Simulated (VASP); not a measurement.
# N (P4_2/mnm) in VASP: further runs, part 2 of 2

VASP 6.6.1.

## Step 3: Single point, r2SCAN+D3(BJ)

This run uses another cell than the first one, of 22.29 Å³/atom, 1.020 times its volume.

Input file POSCAR:

```
N
1.0
    4.0840619700      0.0000000000      0.0000000000
    0.0000000000      4.0840619700      0.0000000000
    0.0000000000      0.0000000000      5.3459132500
N
4
Direct
    0.9042752000      0.9042752000      0.0000000000
    0.5957248000      0.4042752000      0.5000000000
    0.0957248000      0.0957248000      0.0000000000
    0.4042752000      0.5957248000      0.5000000000
```

Input file INCAR.step1:

```
  PREC = Accurate
  ENCUT = 520
  ISMEAR = 0
  SIGMA = 0.01
  LREAL = False
  LASPH = True
  NELM = 100
  NBANDS = 18
  GGA = PE
  ALGO = Normal
  EDIFF = 1E-4
  LWAVE = True
  LCHARG = False
```

Input file INCAR.step2:

```
  PREC = Accurate
  ENCUT = 520
  EDIFF = 1E-7
  ISMEAR = 0
  SIGMA = 0.01
  LREAL = False
  LASPH = True
  NELM = 100
  ALGO = Normal
  ISIF = 2
  LWAVE = False
  LCHARG = False
  METAGGA = R2SCAN
  LMIXTAU = True
  IVDW = 12
  VDW_S6 = 1.0
  VDW_S8 = 0.78981345
  VDW_A1 = 0.49484001
  VDW_A2 = 5.73083694
  NBANDS = 18
  ISTART = 1
```

Input file KPOINTS:

```
regular mesh
0
Gamma
  4 4 3
```

Potentials or basis: VASP PAW PBE potentials, release 64 (N).

The run is started by

```console
$ cat potpaw_PBE.64/N/POTCAR > POTCAR
$ cp INCAR.step1 INCAR
$ mpirun -np 1 vasp_std > vasp.out
$ cp INCAR.step2 INCAR
$ mpirun -np 1 vasp_std > vasp.out
```

OUTCAR:

```text
PREC = Accurate
   ENCUT = 520
   EDIFF = 1E-7
   ISMEAR = 0
   LREAL = False
   LASPH = True
   NELM = 100
   ISIF = 2
   METAGGA = R2SCAN
   IVDW = 12
   ISTART = 1
 IVDW          = 12

 ion  position               nearest neighbor table
   1  0.904  0.904  0.000-   3 1.11
   2  0.596  0.404  0.500-   4 1.11
   3  0.096  0.096  0.000-   1 1.11
   4  0.404  0.596  0.500-   2 1.11

  LATTYP: Found a simple tetragonal cell.
[... 436 lines left out ...]

 Edisp (eV)   -0.11947

 E8    (eV) :    -0.0218

  FORCE on cell =-STRESS in cart. coord.  units (eV):
  Direction    XX          YY          ZZ          XY          YZ          ZX
  --------------------------------------------------------------------------------------
  -------------------------------------------------------------------------------------
  Total      -0.06981    -0.06981    -0.25372     0.00000     0.00000     0.00000
  in kB      -1.25427    -1.25427    -4.55892     0.00000     0.00000     0.00000
  external pressure =       -2.36 kB  Pullay stress =        0.00 kB

 VOLUME and BASIS-vectors are now :
 -----------------------------------------------------------------------------
  energy-cutoff  :      520.00
  volume of cell :       89.17
      direct lattice vectors                 reciprocal lattice vectors
     4.084061970  0.000000000  0.000000000     0.244854267  0.000000000  0.000000000
     0.000000000  4.084061970  0.000000000     0.000000000  0.244854267  0.000000000
     0.000000000  0.000000000  5.345913250     0.000000000  0.000000000  0.187058778

 POSITION                                       TOTAL-FORCE (eV/Angst)
 -----------------------------------------------------------------------------------
      3.69312      3.69312      0.00000        -0.115199     -0.115199      0.000000
      2.43298      1.65108      2.67296         0.115199     -0.115199      0.000000
      0.39095      0.39095      0.00000         0.115199      0.115199     -0.000000
      1.65108      2.43298      2.67296        -0.115199      0.115199      0.000000
 -----------------------------------------------------------------------------------
    total drift:                               -0.000000     -0.000000      0.000000

  FREE ENERGIE OF THE ION-ELECTRON SYSTEM (eV)
  ---------------------------------------------------
  free  energy   TOTEN  =       -36.6119287458 eV

  energy  without entropy=      -36.6119287458  energy(sigma->0) =      -36.61192875
```

It took 41 s on 1 thread of Intel Xeon 6975P-C (Granite Rapids), shared host; peak memory 0.19 GiB.

What came out:

| Quantity | Value |
| --- | --- |
| Free energy | -36.6119 eV |
| Pressure | -0.2 GPa |
| Largest force | 0.163 eV/Å |
| Band gap on the k mesh | 7.56 eV, indirect (least direct gap 7.76 eV) |
| Dispersion energy per atom | -0.030 eV |

Forces on the atoms (eV/Å):
```
N   -0.115 -0.115  0.000
N    0.115 -0.115  0.000
N    0.115  0.115  0.000
N   -0.115  0.115  0.000
```

Stress tensor (GPa, compression positive):
```
-0.13  0.00  0.00
 0.00 -0.13  0.00
 0.00  0.00 -0.46
```

Caveat: the standard files for N, O and F lose accuracy on very short bonds; three body term missing; the PAW data sets were made with another functional, which shifts forces and pressure a little. r2SCAN opens gaps a little over a GGA but as a rule still falls short of measured ones.

## Step 4: Single point, r2SCAN+D3(BJ)

This run uses another cell than the first one, of 22.74 Å³/atom, 1.041 times its volume.

Input file POSCAR:

```
N
1.0
    4.1111095263      0.0000000000      0.0000000000
    0.0000000000      4.1111095263      0.0000000000
    0.0000000000      0.0000000000      5.3813176808
N
4
Direct
    0.9042752000      0.9042752000      0.0000000000
    0.5957248000      0.4042752000      0.5000000000
    0.0957248000      0.0957248000      0.0000000000
    0.4042752000      0.5957248000      0.5000000000
```

Input file INCAR.step1:

```
PREC = Accurate
ENCUT = 520
ISMEAR = 0
SIGMA = 0.01
LREAL = F
LASPH = T
NELM = 80
NBANDS = 18
GGA = PE
ALGO = Normal
EDIFF = 1E-4
LWAVE = T
LCHARG = F
```

Input file INCAR.step2:

```
PREC = Accurate
ENCUT = 520
EDIFF = 1E-6
ISMEAR = 0
SIGMA = 0.01
LREAL = F
LASPH = T
NELM = 80
ALGO = Normal
ISIF = 2
LWAVE = F
LCHARG = T
METAGGA = R2SCAN
LMIXTAU = T
IVDW = 12
LELF = T
LVHAR = T
VDW_S6 = 1.0
VDW_S8 = 0.78981345
VDW_A1 = 0.49484001
VDW_A2 = 5.73083694
NBANDS = 18
ISTART = 1
```

KPOINTS is that of step 3.

The run is started by

```console
$ cat potpaw_PBE.64/N/POTCAR > POTCAR
$ cp INCAR.step1 INCAR
$ mpirun -np 1 vasp_std > vasp.out
$ cp INCAR.step2 INCAR
$ mpirun -np 1 vasp_std > vasp.out
```

It took 28 s on 1 thread of Intel Xeon 6975P-C (Granite Rapids), shared host; peak memory 0.19 GiB.

It converged, with:

- Free energy: -36.6043 eV
- Pressure: -1.7 GPa
- Largest force: 0.985 eV/Å
- Band gap on the k mesh: 7.52 eV, indirect (least direct gap 7.71 eV)
- Dispersion energy per atom: -0.029 eV

Forces on the atoms (eV/Å):
```
N    0.696  0.696  0.000
N   -0.696  0.696  0.000
N   -0.696 -0.696  0.000
N    0.696 -0.696  0.000
```

Stress tensor (GPa, compression positive):
```
-2.37  0.00  0.00
 0.00 -2.37  0.00
 0.00  0.00 -0.46
```

Levels at points of the mesh, in eV from the valence-band top:
```
           k point  band 6  band 7  band 8  band 9  band 10  band 11  band 12  band 13  band 14  band 15
(0.00, 0.00, 0.00)   -1.25   -1.25   -1.16   -0.92    -0.19     7.52     8.39     8.75     8.75    12.02
(0.50, 0.00, 0.00)   -1.47   -1.45   -1.45   -0.21    -0.21     8.55     8.55     8.55     8.55    13.01
(0.50, 0.50, 0.00)   -1.61   -1.41   -1.41   -0.03    -0.03     8.32     8.32     9.31     9.31    13.31
```

Caveat: the standard files for N, O and F lose accuracy on very short bonds; three body term missing; the PAW data sets were made with another functional, which shifts forces and pressure a little.

## Step 5: Overview

| cell | gap on the mesh (eV) | pressure (GPa) | largest force (eV/Å) |
| --- | --- | --- | --- |
| a = 4.057, b = 4.057, c = 5.310 Å, 4 atoms | 7.61 | 1.4 | 1.39 |
| a = 4.084, b = 4.084, c = 5.346 Å, 4 atoms | 7.56 | -0.2 | 0.16 |
| a = 4.111, b = 4.111, c = 5.381 Å, 4 atoms | 7.52 | -1.7 | 0.98 |

Alike in all rows: task single point; level r2SCAN+D3(BJ); potentials or basis VASP PAW PBE potentials, release 64 (N); no spin polarisation; k mesh 4 × 4 × 3; cutoff (eV) 520; smearing gaussian 0.01 eV.

Caveats: the standard files for N, O and F lose accuracy on very short bonds; three body term missing; the PAW data sets were made with another functional, which shifts forces and pressure a little.

Total energies depend on the potentials used, so only differences within one code and one set of settings carry meaning.
